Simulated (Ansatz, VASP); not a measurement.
# In in VASP and in Ansatz

```
CELL_PARAMETERS angstrom
-1.80364 1.80364 1.80364
1.80364 -1.80364 1.80364
1.80364 1.80364 -1.80364
ATOMIC_POSITIONS crystal
In 0.00000 0.00000 0.00000
```

Alike in both runs: task single point; functional r2SCAN; k mesh 13 × 13 × 13; occupations fermi-dirac, width 0.1 eV; no spin polarisation.

|  | VASP | Ansatz |
| --- | --- | --- |
| version | VASP 6.6.1 | Ansatz 0.2.0 |
| potentials or method | VASP PAW PBE potentials, release 64 (In_d), cutoff 550 eV | plane waves (500 eV) with PAW, scalar-relativistic |
| valence electrons in the cell | 13 | 13 |

|  | VASP | Ansatz | Ansatz less VASP |
| --- | --- | --- | --- |
| pressure (GPa) | 7.2 | 7.1 | -0.10 |

VASP's potentials were made for PBE, not for r2SCAN.
